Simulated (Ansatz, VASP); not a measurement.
**Two plane-wave programs on Ca**

```
Ca
1.0
    -2.19945    2.19945    2.19945
     2.19945   -2.19945    2.19945
     2.19945    2.19945   -2.19945
Ca
1
Direct
  0.00000 0.00000 0.00000
```

Alike in both runs: task single point; functional r2SCAN; k mesh 9 × 9 × 9; no spin polarisation.

|  | VASP | Ansatz |
| --- | --- | --- |
| version | VASP 6.6.1 | Ansatz 0.2.0 |
| potentials or method | VASP PAW PBE potentials, release 64 (Ca_sv), cutoff 520 eV | plane waves, PAW |
| occupations | methfessel-paxton of order 1, width 0.1 eV | cold |
| valence electrons in the cell | 10 | 10 |

|  | VASP | Ansatz | Ansatz less VASP |
| --- | --- | --- | --- |
| pressure (GPa) | 0.4 | 0.4 | -0.05 |

VASP's potentials were made for PBE, not for r2SCAN.
